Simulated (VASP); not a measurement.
# LiNbO3 (R3c) in VASP: single point with r2SCAN

Aim: the single point of LiNbO3 with r2SCAN.

All numbers are computed with VASP 6.6.1; they aren't measurements. Logs are shortened: lines on timing, memory, paths and dates and some standing lists are left out, and cuts for length are marked.

## (1) The cell of the first run

It takes space group R3c (No. 161, trigonal). Conventional cell: a = 5.171 Å, b = 5.171 Å, c = 13.923 Å, α = 90.00°, β = 90.00°, γ = 120.00°. Nb (site symmetry 3) has 6 O at 1.89 to 2.14 Å within 2.5 Å. Within 2.5 Å of O (site symmetry 1) lie 2 Nb at 1.89 to 2.14 Å and 2 Li at 2.07 to 2.27 Å. Within 2.7 Å of Li (site symmetry 3) lie 6 O at 2.07 to 2.27 Å.

## (2) Single point, r2SCAN

Input file POSCAR:

```
LiNbO3
1.0
    2.5856964800      1.4928503300      4.6409319100
   -2.5856964800      1.4928503300      4.6409319100
    0.0000000000     -2.9857006600      4.6409319100
Nb O Li
2 6 2
Direct
    0.0000400000      0.0000400000      0.0000400000
    0.5000400000      0.5000400000      0.5000400000
    0.1119000000      0.3588200000      0.7209800000
    0.7209800000      0.1119000000      0.3588200000
    0.3588200000      0.7209800000      0.1119000000
    0.2209800000      0.8588200000      0.6119000000
    0.8588200000      0.6119000000      0.2209800000
    0.6119000000      0.2209800000      0.8588200000
    0.2804000000      0.2804000000      0.2804000000
    0.7804000000      0.7804000000      0.7804000000
```

Input file INCAR.step1:

```
ALGO = Normal
EDIFF = 1E-4
ENCUT = 520
GGA = PE
ISMEAR = 0
LASPH = T
LCHARG = F
LREAL = F
LWAVE = T
NBANDS = 45
NELM = 80
PREC = Accurate
SIGMA = 0.1401
```

Input file INCAR.step2:

```
ALGO = Normal
EDIFF = 1E-6
ENCUT = 520
ISIF = 2
ISMEAR = 0
ISTART = 1
LASPH = T
LCHARG = F
LMIXTAU = T
LREAL = F
LWAVE = F
METAGGA = R2SCAN
NBANDS = 45
NELM = 80
PREC = Accurate
SIGMA = 0.1401
```

Input file KPOINTS:

```
k-points
0
Gamma
  4 4 4
```

Potentials or basis: VASP PAW PBE potentials, release 64 (Nb_sv, O, Li_sv).

Run with:

```console
cat potpaw_PBE.64/Nb_sv/POTCAR potpaw_PBE.64/O/POTCAR potpaw_PBE.64/Li_sv/POTCAR > POTCAR
cp INCAR.step1 INCAR
mpirun -np 1 vasp_std > vasp.out
cp INCAR.step2 INCAR
mpirun -np 1 vasp_std > vasp.out
```

OUTCAR:

```text
EDIFF = 1E-6
   ENCUT = 520
   ISIF = 2
   ISMEAR = 0
   ISTART = 1
   LASPH = T
   LREAL = F
   METAGGA = R2SCAN
   NELM = 80
   PREC = Accurate

 ion  position               nearest neighbor table
   1  0.000  0.000  0.000-   3 1.89   4 1.89   5 1.89   7 2.14   6 2.14   8 2.14
   2  0.500  0.500  0.500-   7 1.89   8 1.89   6 1.89   3 2.14   5 2.14   4 2.14
   3  0.112  0.359  0.721-   1 1.89  10 2.07   2 2.14   9 2.27
   4  0.721  0.112  0.359-   1 1.89  10 2.07   2 2.14   9 2.27
   5  0.359  0.721  0.112-   1 1.89  10 2.07   2 2.14   9 2.27
   6  0.221  0.859  0.612-   2 1.89   9 2.07   1 2.14  10 2.27
   7  0.859  0.612  0.221-   2 1.89   9 2.07   1 2.14  10 2.27
   8  0.612  0.221  0.859-   2 1.89   9 2.07   1 2.14  10 2.27
   9  0.280  0.280  0.280-   6 2.07   8 2.07   7 2.07   3 2.27   5 2.27   4 2.27
  10  0.780  0.780  0.780-   5 2.07   4 2.07   3 2.07   7 2.27   6 2.27   8 2.27

  LATTYP: Found a trigonal (rhomboedric) cell.
 ALAT       =     5.5183944574
 COS(alpha) =     0.5609038771

  Lattice vectors:

 A1 = (   2.5856964800,   1.4928503300,   4.6409319100)
 A2 = (  -2.5856964800,   1.4928503300,   4.6409319100)
 A3 = (   0.0000000000,  -2.9857006600,   4.6409319100)

Analysis of symmetry for initial positions (statically):
=====================================================================
 Subroutine PRICEL returns:
 Original cell was already a primitive cell.

 Routine SETGRP: Setting up the symmetry group for a
 trigonal (rhombohedral) supercell.

 Subroutine GETGRP returns: Found  6 space group operations
 (whereof  3 operations were pure point group operations)
 out of a pool of 12 trial point group operations.

The static configuration has the point symmetry C_3 .
 The point group associated with its full space group is C_3v.

Analysis of symmetry for dynamics (positions and initial velocities):
=====================================================================
 Subroutine PRICEL returns:
 Original cell was already a primitive cell.

 Routine SETGRP: Setting up the symmetry group for a
 trigonal (rhombohedral) supercell.

 Subroutine GETGRP returns: Found  6 space group operations
 (whereof  3 operations were pure point group operations)
 out of a pool of 12 trial point group operations.

The dynamic configuration has the point symmetry C_3 .
 The point group associated with its full space group is C_3v.

 Subroutine INISYM returns: Found  6 space group operations
 (whereof  3 operations are pure point group operations),
 and found     1 'primitive' translations

----------------------------------------------------------------------------------------

                                     Primitive cell

  volume of cell :     107.4856

  direct lattice vectors                    reciprocal lattice vectors
     2.585696480  1.492850330  4.640931910     0.193371497  0.111643253  0.071824655
    -2.585696480  1.492850330  4.640931910    -0.193371497  0.111643253  0.071824655
     0.000000000 -2.985700660  4.640931910     0.000000000 -0.223286505  0.071824655

  length of vectors
     5.518394457  5.518394457  5.518392649     0.234553902  0.234553902  0.234554140

  position of ions in fractional coordinates (direct lattice)
     0.000040000  0.000040000  0.000040000
     0.500040000  0.500040000  0.500040000
     0.111900000  0.358820000  0.720980000
     0.720980000  0.111900000  0.358820000
     0.358820000  0.720980000  0.111900000
     0.220980000  0.858820000  0.611900000
     0.858820000  0.611900000  0.220980000
     0.611900000  0.220980000  0.858820000
     0.280400000  0.280400000  0.280400000
     0.780400000  0.780400000  0.780400000

  ion indices of the primitive-cell ions
   primitive index   ion index
                 1           1
                 2           2
                 3           3
                 4           4
                 5           5
                 6           6
                 7           7
                 8           8
                 9           9
                10          10

----------------------------------------------------------------------------------------

 KPOINTS: k-points

Automatic generation of k-mesh.
 Grid dimensions read from file:
 generate k-points for:    4    4    4

 Generating k-lattice:

  Cartesian coordinates                     Fractional coordinates (reciprocal lattice)
     0.048342874  0.027910813  0.017956164     0.250000000 -0.000000000  0.000000000
    -0.048342874  0.027910813  0.017956164    -0.000000000  0.250000000  0.000000000
     0.000000000 -0.055821626  0.017956164     0.000000000  0.000000000  0.250000000

  Length of vectors
     0.058638475  0.058638475  0.058638535

  Shift w.r.t. Gamma in fractional coordinates (k-lattice)
     0.000000000  0.000000000  0.000000000

 Subroutine IBZKPT returns following result:
 ===========================================

 Found     13 irreducible k-points:

 Following reciprocal coordinates:
            Coordinates               Weight
  0.000000  0.000000  0.000000      1.000000
  0.250000 -0.000000  0.000000      6.000000
  0.500000 -0.000000  0.000000      3.000000
  0.250000  0.250000  0.000000      6.000000
  0.500000  0.250000  0.000000     12.000000
 -0.250000  0.250000  0.000000      6.000000
  0.500000  0.500000  0.000000      3.000000
  0.250000  0.250000  0.250000      2.000000
  0.500000  0.250000  0.250000      6.000000
 -0.250000  0.250000  0.250000      6.000000
  0.500000  0.500000  0.250000      6.000000
 -0.250000  0.500000  0.250000      6.000000
  0.500000  0.500000  0.500000      1.000000
   k-points           NKPTS =     13   k-points in BZ     NKDIM =     13   number of bands    NBANDS=     45
   number of dos      NEDOS =    301   number of ions     NIONS =     10
   total plane-waves  NPLWV =  74088
   dimension x,y,z NGX =    42 NGY =   42 NGZ =   42
   dimension x,y,z NGXF=    84 NGYF=   84 NGZF=   84
   ions per type =               2   6   2
   NGX,Y,Z   is equivalent  to a cutoff of  12.65, 12.65, 12.65 a.u.
   NGXF,Y,Z  is equivalent  to a cutoff of  25.31, 25.31, 25.31 a.u.
 SYSTEM =  unknown system
   PREC   = accura    normal or accurate (medium, high low for compatibility)
   ISTART =      1    job   : 0-new  1-cont  2-samecut
   ICHARG =      0    charge: 1-file 2-atom 10-const
   ISPIN  =      1    spin polarized calculation?
   LNONCOLLINEAR =      F non collinear calculations
   LSORBIT =      F    spin-orbit coupling
   LASPH  =      T    aspherical Exc in radial PAW
   ENCUT  =  520.0 eV  38.22 Ry    6.18 a.u.  10.26 10.26 10.26*2*pi/ulx,y,z
   NELM   =     80;   NELMIN=  2; NELMDL=  0     # of ELM steps
   EDIFF  = 0.1E-05   stopping-criterion for ELM
   LREAL  =      F    real-space projection
   EDIFFG = 0.1E-04   stopping-criterion for IOM
   NSW    =      0    number of steps for IOM
   IBRION =     -1    ionic relax: 0-MD 1-quasi-New 2-CG
   NFREE  =      0    steps in history (QN), initial steepest desc. (CG)
   ISIF   =      2    stress and relaxation
   ISYM   =      2    0-nonsym 1-usesym 2-fastsym
   POTIM  = 0.5000    time-step for ionic-motion
   TEBEG  =    0.0;   TEEND  =   0.0 temperature during run
   PSTRESS=    0.0 pullay stress
   NELECT =      68.0000    total number of electrons
   NUPDOWN=      -1.0000    fix difference up-down
   EMIN   =  10.00;   EMAX   =-10.00  energy-range for DOS
   EFERMI =   0.00;   METHOD = LEGACY
   ISMEAR =     0;   SIGMA  =   0.14  broadening in eV -4-tet -1-fermi 0-gaus
   EFERMI_NEDOS =   21; number of points for ismear=-14 and -15
   IALGO  =     38    algorithm
   IMIX   =      4    mixing-type and parameters
     AMIX     =   0.40;   BMIX     =  1.00
     AMIX_MAG =   1.60;   BMIX_MAG =  1.00
  volume/ion in A,a.u.               =      10.75        72.53
  Fermi-wavevector in a.u.,A,eV,Ry     =   1.405382  2.655787 26.872847  1.975099
  Thomas-Fermi vector in A             =   2.527849
   LORBIT       =      0    0 simple, 1 ext, 2 COOP (PROOUT), +10 PAW based schemes
   METAGGA = R2SCAN    functional components
   LHFCALC =     F    Hartree Fock is set to
   AEXX    =    0.0000 exact exchange contribution
   IVDW    =     0    specifies the selected vdW correction
   LEPSILON=     F    determine dielectric tensor
   LRPA    =     F    only Hartree local field effects (RPA)
 non-spin polarized calculation
 Gauss-broadening in eV      SIGMA  =   0.14
  energy-cutoff  :      520.00
  volume of cell :      107.49
 maximum number of plane-waves:      2940
 NGX is ok and might be reduce to    42
   NGX = 21   NGY = 21   NGZ = 21

 number of electron      67.9999998 magnetization

 Free energy of the ion-electron system (eV)
  ---------------------------------------------------
  ext. energy  EPLUGINS =         0.00000000
  ---------------------------------------------------
  free energy    TOTEN  =      -118.63358142 eV

  energy without entropy =     -118.63358142  energy(sigma->0) =     -118.63358142

 E-fermi :   3.7958     XC(G=0): -11.4159

 val. band max:        3.0718352755   @ k =   0.0000   0.0000   0.0000
 cond. band min:       7.0136552418   @ k =   0.0000   0.0000   0.0000
 fundamental gap:      3.9418199662
 Fermi energy:         3.7957546974

 k-point     1 :       0.0000    0.0000    0.0000
  band No.  band energies     occupation
      1     -52.8525      2.00000
      2     -52.8366      2.00000
      3     -40.8441      2.00000
      4     -40.8418      2.00000
      5     -28.4183      2.00000
      6     -28.4183      2.00000
[... 37 lines left out ...]
     44      13.5836      0.00000
     45      13.5839      0.00000

 k-point     2 :       0.2500   -0.0000    0.0000
  band No.  band energies     occupation
      1     -52.8501      2.00000
      2     -52.8389      2.00000
      3     -40.8438      2.00000
      4     -40.8422      2.00000
      5     -28.3972      2.00000
      6     -28.3944      2.00000
[... 520 lines left out ...]
 k-point    13 :       0.5000    0.5000    0.5000
  band No.  band energies     occupation
      1     -52.8445      2.00000
      2     -52.8445      2.00000
      3     -40.8430      2.00000
      4     -40.8430      2.00000
      5     -28.3340      2.00000
      6     -28.3340      2.00000
[... 37 lines left out ...]
     44      12.1342      0.00000
     45      12.9378      0.00000

------------------------ aborting loop because EDIFF is reached ----------------------------------------

  FORCE on cell =-STRESS in cart. coord.  units (eV):
  Direction    XX          YY          ZZ          XY          YZ          ZX
  --------------------------------------------------------------------------------------
  -------------------------------------------------------------------------------------
  Total       -1.6015813     -1.6015766     -1.4366634      0.0000000      0.0000000     -0.0000000
  in kB      -23.8731278    -23.8730565    -21.4148651      0.0000000      0.0000000     -0.0000000
  external PRESSURE =     -23.0536831 kB  Pullay stress =       0.0000000 kB

 VOLUME and BASIS-vectors are now :
 -----------------------------------------------------------------------------
  energy-cutoff  :      520.00
  volume of cell :      107.49
      direct lattice vectors                 reciprocal lattice vectors
     2.585696480  1.492850330  4.640931910     0.193371497  0.111643253  0.071824655
    -2.585696480  1.492850330  4.640931910    -0.193371497  0.111643253  0.071824655
     0.000000000 -2.985700660  4.640931910     0.000000000 -0.223286505  0.071824655

 POSITION                                       TOTAL-FORCE (eV/Angst)
 -----------------------------------------------------------------------------------
      0.00000      0.00000      0.00056         0.000000     -0.000000      0.091071
      0.00000      0.00000      6.96195         0.000000      0.000000      0.091071
     -0.63846     -1.44992      5.53060         0.000361     -0.060792     -0.051600
      1.57490      0.17204      5.53060         0.052467      0.030709     -0.051600
     -0.93644      1.27788      5.53060        -0.052828      0.030084     -0.051600
     -1.64926     -0.21497      7.85106         0.052828      0.030084     -0.051600
      0.63846      1.53578      7.85106        -0.000361     -0.060792     -0.051600
      1.01080     -1.32081      7.85106        -0.052467      0.030709     -0.051600
      0.00000      0.00000      3.90395         0.000000      0.000000      0.063729
      0.00000      0.00000     10.86535         0.000000     -0.000000      0.063729
 -----------------------------------------------------------------------------------
    total drift:                                0.000000      0.000108      0.028398

  FREE ENERGIE OF THE ION-ELECTRON SYSTEM (eV)
  ---------------------------------------------------
  free  energy   TOTEN  =      -118.6335814229 eV

  energy  without entropy=     -118.6335814229  energy(sigma->0) =     -118.63358142
```

Wall time 5.5 min (1 thread of Intel Xeon Platinum 8259CL at 2.50GHz (Skylake/Cascade Lake), shared host); peak memory 0.31 GiB.

What came out:

- Free energy: -118.6336 eV
- Largest force: 0.091 eV/Å
- Band gap on the k mesh: 3.94 eV

Forces in eV/Å, atoms in the order of the input:
```
Nb   0.000  0.000  0.091
Nb   0.000  0.000  0.091
O    0.000 -0.061 -0.052
O    0.052  0.031 -0.052
O   -0.053  0.030 -0.052
O    0.053  0.030 -0.052
O    0.000 -0.061 -0.052
O   -0.052  0.031 -0.052
Li   0.000  0.000  0.064
Li   0.000  0.000  0.064
```

Caveat: the cutoff is under 1.25 times the usual one of these potentials, so pressure, stress and relaxed cells hold a basis-set (Pulay) error; the PAW data sets were made with another functional, which shifts forces and pressure a little.
